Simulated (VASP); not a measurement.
# Cr (Im-3m) in VASP: notebook

Runs on Cr. Level: LDA. Tasks: single point.

Program: VASP 6.6.1. These are calculated values, not measurements. Logs are shortened: lines on timing, memory, paths and dates and some standing lists are left out, and cuts for length are marked.

## (1) The cell of the first run

Symmetry: Im-3m, No. 229, cubic system. Conventional cell: a = 2.788 Å, b = 2.788 Å, c = 2.788 Å, α = 90.00°, β = 90.00°, γ = 90.00°. Within 3.2 Å of Cr (site symmetry m-3m) lie 14 Cr at 2.41 to 2.79 Å.

## (2) Single point, LDA, collinear spin, ferromagnetic start

Contents of INCAR:

```
SYSTEM = Cr
PREC = Accurate
ENCUT = 520
EDIFF = 1E-6
ISMEAR = 0
SIGMA = 0.2
LREAL = .False.
LASPH = .True.
NELM = 150
ALGO = Normal
ISIF = 2
LWAVE = .False.
LCHARG = .False.
ISPIN = 2
MAGMOM = 1.5
LORBIT = 11
LMAXMIX = 4
NBANDS = 16
```

Contents of KPOINTS:

```
regular mesh
0
Gamma
  16 16 16
  0 0 0
```

Contents of POSCAR:

```
Cr
1.0
   -1.3938676992      1.3938676992      1.3938676992
    1.3938676992     -1.3938676992      1.3938676992
    1.3938676992      1.3938676992     -1.3938676992
Cr
1
Direct
    0.0000000000      0.0000000000      0.0000000000
```

Potentials or basis: VASP PAW LDA potentials, release 64 (Cr_pv).

Started as:

```
$ cat potpaw_LDA.64/Cr_pv/POTCAR > POTCAR
$ mpirun -np 1 vasp_std > vasp.out
```

OUTCAR:

```text
SYSTEM = Cr
   PREC = Accurate
   ENCUT = 520
   EDIFF = 1E-6
   ISMEAR = 0
   LREAL = .False.
   LASPH = .True.
   NELM = 150
   ISIF = 2
   ISPIN = 2
   LORBIT = 11

 ion  position               nearest neighbor table
   1  0.000  0.000  0.000-

  LATTYP: Found a body centered cubic cell.
 ALAT       =     2.7877353984

  Lattice vectors:

 A1 = (  -1.3938676992,   1.3938676992,   1.3938676992)
 A2 = (   1.3938676992,  -1.3938676992,   1.3938676992)
 A3 = (   1.3938676992,   1.3938676992,  -1.3938676992)

Analysis of symmetry for initial positions (statically):
=====================================================================
 Subroutine PRICEL returns:
 Original cell was already a primitive cell.

 Routine SETGRP: Setting up the symmetry group for a
 body centered cubic supercell.

 Subroutine GETGRP returns: Found 48 space group operations
 (whereof 48 operations were pure point group operations)
 out of a pool of 48 trial point group operations.

The static configuration has the point symmetry O_h .

Analysis of symmetry for dynamics (positions and initial velocities):
=====================================================================
 Subroutine PRICEL returns:
 Original cell was already a primitive cell.

 Routine SETGRP: Setting up the symmetry group for a
 body centered cubic supercell.

 Subroutine GETGRP returns: Found 48 space group operations
 (whereof 48 operations were pure point group operations)
 out of a pool of 48 trial point group operations.

The dynamic configuration has the point symmetry O_h .

Analysis of structural, dynamic, and magnetic symmetry:
=====================================================================
 Subroutine PRICEL returns:
 Original cell was already a primitive cell.

 Routine SETGRP: Setting up the symmetry group for a
 body centered cubic supercell.

 Subroutine GETGRP returns: Found 48 space group operations
 (whereof 48 operations were pure point group operations)
 out of a pool of 48 trial point group operations.

The overall configuration has the point symmetry O_h .

 Subroutine INISYM returns: Found 48 space group operations
 (whereof 48 operations are pure point group operations),
 and found     1 'primitive' translations

----------------------------------------------------------------------------------------

                                     Primitive cell

  volume of cell :      10.8324

[... 103 lines left out ...]
   IALGO  =     38    algorithm
   IMIX   =      4    mixing-type and parameters
     AMIX     =   0.40;   BMIX     =  1.00
     AMIX_MAG =   1.60;   BMIX_MAG =  1.00
  volume/ion in A,a.u.               =      10.83        73.10
  Fermi-wavevector in a.u.,A,eV,Ry     =   1.693923  3.201051 39.040224  2.869376
  Thomas-Fermi vector in A             =   2.775241
   LORBIT       =     11    0 simple, 1 ext, 2 COOP (PROOUT), +10 PAW based schemes
   GGA     = CA    functional components
   LHFCALC =     F    Hartree Fock is set to
   AEXX    =    0.0000 exact exchange contribution
   IVDW    =     0    specifies the selected vdW correction
   LEPSILON=     F    determine dielectric tensor
   LRPA    =     F    only Hartree local field effects (RPA)
 spin polarized calculation
 Gauss-broadening in eV      SIGMA  =   0.20
  energy-cutoff  :      520.00
  volume of cell :       10.83
 maximum number of plane-waves:       321
 NGX is ok and might be reduce to    18
   NGX =  9   NGY =  9   NGZ =  9

 number of electron      12.0000011 magnetization       0.0002154

 number of electron      12.0000011 magnetization      -0.0000440

 Free energy of the ion-electron system (eV)
  ---------------------------------------------------
  ext. energy  EPLUGINS =         0.00000000
  ---------------------------------------------------
  free energy    TOTEN  =       -10.63708638 eV

  energy without entropy =      -10.62394975  energy(sigma->0) =      -10.63051806

 E-fermi :  11.7238     XC(G=0): -14.3822

 val. band max:       11.7078243042   @ k =  -0.2500   0.2500   0.1250
 cond. band min:      11.7609422975   @ k =   0.3750   0.0625   0.0625
 fundamental gap:      0.0531179932
 Fermi energy:        11.7237980810

 spin component 1

 k-point     1 :       0.0000    0.0000    0.0000
  band No.  band energies     occupation
      1     -30.4987      1.00000
      2     -30.4987      1.00000
      3     -30.4987      1.00000
      4       3.7367      1.00000
      5      10.7365      1.00000
      6      10.7365      1.00000
[... 435 lines left out ...]
      5       9.3088      1.00000
      6      10.0276      1.00000
[... 8 lines left out ...]
     15      42.3850      0.00000
     16      46.9093      0.00000

 [... further k-points ...]

 spin component 2

 k-point     1 :       0.0000    0.0000    0.0000
  band No.  band energies     occupation
      1     -30.4987      1.00000
      2     -30.4987      1.00000
      3     -30.4987      1.00000
      4       3.7367      1.00000
      5      10.7364      1.00000
      6      10.7364      1.00000
[... 435 lines left out ...]
      5       9.3087      1.00000
      6      10.0275      1.00000
[... 8 lines left out ...]
     15      42.3850      0.00000
     16      46.9092      0.00000

 [... further k-points ...]

------------------------ aborting loop because EDIFF is reached ----------------------------------------

  FORCE on cell =-STRESS in cart. coord.  units (eV):
  Direction    XX          YY          ZZ          XY          YZ          ZX
  --------------------------------------------------------------------------------------
  -------------------------------------------------------------------------------------
  Total        0.0182806      0.0182806      0.0182806      0.0000000      0.0000000     -0.0000000
  in kB        2.7038086      2.7038086      2.7038086      0.0000000      0.0000000     -0.0000000
  external PRESSURE =       2.7038086 kB  Pullay stress =       0.0000000 kB

 VOLUME and BASIS-vectors are now :
 -----------------------------------------------------------------------------
  energy-cutoff  :      520.00
  volume of cell :       10.83
      direct lattice vectors                 reciprocal lattice vectors
    -1.393867699  1.393867699  1.393867699     0.000000000  0.358714102  0.358714102
     1.393867699 -1.393867699  1.393867699     0.358714102  0.000000000  0.358714102
     1.393867699  1.393867699 -1.393867699     0.358714102  0.358714102  0.000000000

 POSITION                                       TOTAL-FORCE (eV/Angst)
 -----------------------------------------------------------------------------------
      0.00000      0.00000      0.00000        -0.000000     -0.000000     -0.000000
 -----------------------------------------------------------------------------------
    total drift:                                0.000000      0.000000     -0.000000

  FREE ENERGIE OF THE ION-ELECTRON SYSTEM (eV)
  ---------------------------------------------------
  free  energy   TOTEN  =       -10.6370863772 eV

  energy  without entropy=      -10.6239497491  energy(sigma->0) =      -10.63051806

 total charge

# of ion       s       p       d       tot
------------------------------------------
    1        0.449   6.441   4.317  11.207

 magnetization (x)

# of ion       s       p       d       tot
------------------------------------------
    1        0.000  -0.000  -0.000  -0.000
```

OSZICAR:

```text
N       E                     dE             d eps       ncg     rms          rms(c)
DAV:   1     0.781510303718E+02    0.78151E+02   -0.60771E+03  9552   0.861E+02
DAV:   2    -0.104412257481E+02   -0.88592E+02   -0.83731E+02 10072   0.248E+02
DAV:   3    -0.119285102444E+02   -0.14873E+01   -0.14852E+01 10536   0.354E+01
DAV:   4    -0.119331848838E+02   -0.46746E-02   -0.46746E-02 10664   0.196E+00
DAV:   5    -0.119332146319E+02   -0.29748E-04   -0.29747E-04 10656   0.141E-01    0.141E+01
DAV:   6    -0.106614196702E+02    0.12718E+01   -0.19197E+00  9480   0.260E+01    0.249E+00
DAV:   7    -0.106505828314E+02    0.10837E-01   -0.40240E-02  9632   0.215E+00    0.124E+00
DAV:   8    -0.106412205566E+02    0.93623E-02   -0.27391E-03 10816   0.480E-01    0.688E-01
DAV:   9    -0.106370530708E+02    0.41675E-02   -0.12719E-03 10080   0.436E-01    0.141E-01
DAV:  10    -0.106370715334E+02   -0.18463E-04   -0.10981E-04 10712   0.109E-01    0.303E-02
DAV:  11    -0.106370820718E+02   -0.10538E-04   -0.53274E-06  9896   0.172E-02    0.110E-02
DAV:  12    -0.106370856989E+02   -0.36272E-05   -0.29639E-07  6000   0.555E-03    0.519E-03
DAV:  13    -0.106370863772E+02   -0.67829E-06   -0.12404E-07  4888   0.311E-03
   1 F= -.10637086E+02 E0= -.10630518E+02  d E =-.131366E-01  mag=     0.0000
```

stdout:

```text
POSCAR found type information on POSCAR Cr
 POSCAR found :  1 types and       1 ions
 scaLAPACK will be used
 LDA part: xc-table for (Slater(with rela. corr.)+CA(PZ))
 , standard interpolation
 POSCAR, INCAR and KPOINTS ok, starting setup
 FFT: planning ... GRIDC
 FFT: planning ... GRID_SOFT
 FFT: planning ... GRID
 WAVECAR not read
 entering main loop
```

It took 51 s on 1 thread of Intel Xeon 8259CL, shared host; peak memory 0.15 GiB.

Results:

```yaml
Free_energy: -10.6371 eV
Pressure: 0.3 GPa
Band_gap_on_the_k_mesh: zero (filled and empty bands overlap)
Net_moment: 0.00 μB per cell
Valence_electrons_inside_the_program's_atomic_spheres: Cr 11.21
```

Levels at points of the mesh, in eV from the Fermi level:
Spin up:
```csv
k point,band 2,band 3,band 4,band 5,band 6,band 7,band 8,band 9,band 10,band 11
"(0.00, 0.00, 0.00)",-42.22,-42.22,-7.99,-0.99,-0.99,-0.99,1.19,1.19,5.41,22.85
"(0.50, 0.00, 0.00)",-42.58,-42.23,-4.75,-2.68,1.23,1.41,1.58,3.16,5.40,10.77
"(0.50, 0.50, 0.50)",-43.01,-43.01,-4.75,-4.75,2.72,2.72,2.72,5.41,11.24,11.24
```
Spin down:
```
           k point  band 3  band 4  band 5  band 6  band 7  band 8  band 9  band 10
(0.00, 0.00, 0.00)  -42.22   -7.99   -0.99   -0.99   -0.99    1.19    1.19     5.41
(0.50, 0.00, 0.00)  -42.23   -4.75   -2.68    1.23    1.41    1.58    3.16     5.40
(0.50, 0.50, 0.50)  -43.01   -4.75   -4.75    2.72    2.72    2.72    5.41    11.23
```

Caveat: an empty level that is flat over the whole mesh can mark a ghost state of the potentials, or a narrow d or f band.

## (3) Single point, LDA, collinear spin, ferromagnetic start

Contents of INCAR:

```
SYSTEM = Cr
PREC = Accurate ; ENCUT = 520
EDIFF = 1E-6 ; ISMEAR = 0
SIGMA = 0.3 ; LREAL = .False.
LASPH = .True. ; NELM = 150
ALGO = Normal ; ISIF = 2
LWAVE = .False. ; LCHARG = .True.
ISPIN = 2 ; MAGMOM = 1.5
LORBIT = 11 ; LMAXMIX = 4
LELF = .True. ; LVHAR = .True.
NBANDS = 16
```

KPOINTS is that of step 2.

POSCAR is that of step 2.

Potentials or basis: VASP PAW LDA potentials, release 64 (Cr_pv).

Started as:

```
$ cat potpaw_LDA.64/Cr_pv/POTCAR > POTCAR
$ mpirun -np 1 vasp_std > vasp.out
```

Wall time 65 s (1 thread of Intel Xeon 8259CL, shared host); peak memory 0.15 GiB.

The run converged. Its results:

| Item | Value |
| --- | --- |
| Free energy | -10.6454 eV |
| Pressure | 0.4 GPa |
| Band gap on the k mesh | zero (filled and empty bands overlap) |
| Net moment | 0.00 μB per cell |
| Valence electrons inside the program's atomic spheres | Cr 11.21 |

Levels at points of the mesh, in eV from the Fermi level:
Spin up:
```csv
k point,band 3,band 4,band 5,band 6,band 7,band 8,band 9,band 10
"(0.00, 0.00, 0.00)",-42.22,-7.99,-0.99,-0.99,-0.99,1.19,1.19,5.41
"(0.50, 0.00, 0.00)",-42.23,-4.75,-2.68,1.23,1.40,1.58,3.16,5.41
"(0.50, 0.50, 0.50)",-43.01,-4.75,-4.75,2.72,2.72,2.72,5.41,11.23
```
Spin down:
| k point | band 3 | band 4 | band 5 | band 6 | band 7 | band 8 | band 9 | band 10 |
| --- | --- | --- | --- | --- | --- | --- | --- | --- |
| (0.00, 0.00, 0.00) | -42.22 | -7.99 | -0.99 | -0.99 | -0.99 | 1.19 | 1.19 | 5.41 |
| (0.50, 0.00, 0.00) | -42.23 | -4.75 | -2.68 | 1.23 | 1.40 | 1.58 | 3.16 | 5.41 |
| (0.50, 0.50, 0.50) | -43.01 | -4.75 | -4.75 | 2.72 | 2.72 | 2.72 | 5.41 | 11.23 |

Caveat: so wide a smearing shifts energies and pressures; an empty level that is flat over the whole mesh can mark a ghost state of the potentials, or a narrow d or f band.
